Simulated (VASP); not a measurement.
ZnS, 4 atoms in the cell. Symmetry: Cmc2_1, No. 36, orthorhombic system. Conventional cell: a = 3.849 Å, b = 6.601 Å, c = 6.234 Å, α = 90.00°, β = 90.00°, γ = 90.00°. Within 3.1 Å of Zn (site symmetry m) lie 4 S at 2.31 to 2.40 Å. S (site symmetry m) has 4 Zn at 2.31 to 2.40 Å within 3.1 Å.  This cell differs from its parent crystal: strain +0.0100 x Voigt [1, 0, 0, 0, 0, 0].

```yaml
Program: VASP 6.6.1
Task: single point
Functional: PBE
Potentials_or_basis: VASP PAW PBE potentials, release 64 (Zn, S)
Cutoff: 520 eV
k_mesh: 12 × 12 × 6
Occupations: gaussian, width 0.05 eV
Spin: no spin polarisation
Dipole_correction: no
Further_INCAR_settings: ALGO = Normal; EDIFF = 1e-06; NBANDS = 26
```

Potentials or basis: VASP PAW PBE potentials, release 64 (Zn, S).

The run is started by

```bash
$ cat potpaw_PBE.64/Zn/POTCAR potpaw_PBE.64/S/POTCAR > POTCAR
$ mpirun -np 1 vasp_std > vasp.out
```

Hardware: 1 thread of Intel(R) Xeon(R) Platinum 8259CL CPU @ 2.50GHz (Skylake/Cascade Lake), on a shared host.

Question: How long does it take, and how much memory?

Answer: It took 4 min on 1 thread of Intel(R) Xeon(R) Platinum 8259CL CPU @ 2.50GHz (Skylake/Cascade Lake) (shared host), peak memory 0.4 GiB. Counts: scf iterations 14, k points 172.
